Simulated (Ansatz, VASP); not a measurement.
Two plane-wave programs on ZrS

Contents of POSCAR:

```
ZrS
1.0
    0.0000000000      2.6053125000      2.6250000000
    2.6446875000      0.0000000000      2.6250000000
    2.6446875000      2.6053125000      0.0000000000
Zr S
1 1
Direct
    0.0000000000      0.0000000000      0.0000000000
    0.5000000000      0.5000000000      0.5000000000
```

Contents of INCAR.step1:

```
PREC = Accurate
ENCUT = 520
ISMEAR = 0
SIGMA = 0.15
LREAL = F
LASPH = T
NELM = 100
NBANDS = 16
GGA = PE
ALGO = Normal
EDIFF = 1E-4
LWAVE = T
LCHARG = F
```

The input INCAR.step2:

```
PREC = Accurate
ENCUT = 520
EDIFF = 1E-6
ISMEAR = 0
SIGMA = 0.15
LREAL = F
LASPH = T
NELM = 100
ALGO = Normal
ISIF = 2
LWAVE = F
LCHARG = F
METAGGA = R2SCAN
LMIXTAU = T
NBANDS = 16
ISTART = 1
```

The input KPOINTS:

```
Automatic mesh
0
Gamma
  16 16 16
```

Input for Ansatz:

```yaml
crystal:
  lattice:
    - [0.0, 2.6053125, 2.625]
    - [2.6446875, 0.0, 2.625]
    - [2.6446875, 2.6053125, 0.0]
  atoms:
    - { symbol: Zr, position: [0.0, 0.0, 0.0] }
    - { symbol: S, position: [0.5, 0.5, 0.5] }
basis:
  ecutwfc: 500
kpoints:
  mp_grid: { grid: [16, 16, 16] }
hamiltonian:
  xc: r2scan
scf:
  occupations: { method: gaussian, width: 0.15 }
output:
  forces: true
  stress: true
  eigenvalues: true
```

Change from the starting cell: strain +0.0075 x Voigt [1, -1, 0, 0, 0, 0], atoms carried along.

Alike in both runs: task single point; functional r2SCAN; k mesh 16 × 16 × 16; occupations gaussian, width 0.15 eV; no spin polarisation.

|  | VASP | Ansatz |
| --- | --- | --- |
| version | VASP 6.6.1 | Ansatz 0.2.0 |
| potentials or method | VASP PAW PBE potentials, release 64 (Zr_sv, S), cutoff 520 eV | scalar-relativistic, plane waves, PAW |
| valence electrons in the cell | 18 | 18 |

Ansatz gave:

| Quantity | Value |
| --- | --- |
| gap on the k mesh at the Fermi level (eV) | none |
| pressure (GPa) | -1.9 |
| traceless stress, the component that is largest in VASP (GPa) | 1.99 |

Question: What did VASP give for the same quantities?

Answer: gap on the k mesh at the Fermi level (eV): none; pressure (GPa): -2.0; traceless stress, the component that is largest in VASP (GPa): 1.99.

VASP's potentials were made for PBE, not for r2SCAN. A gap of «none» marks a metal or a gap that the smearing closes. With one functional, cell and mesh, what is left measures potentials, basis and numerics.
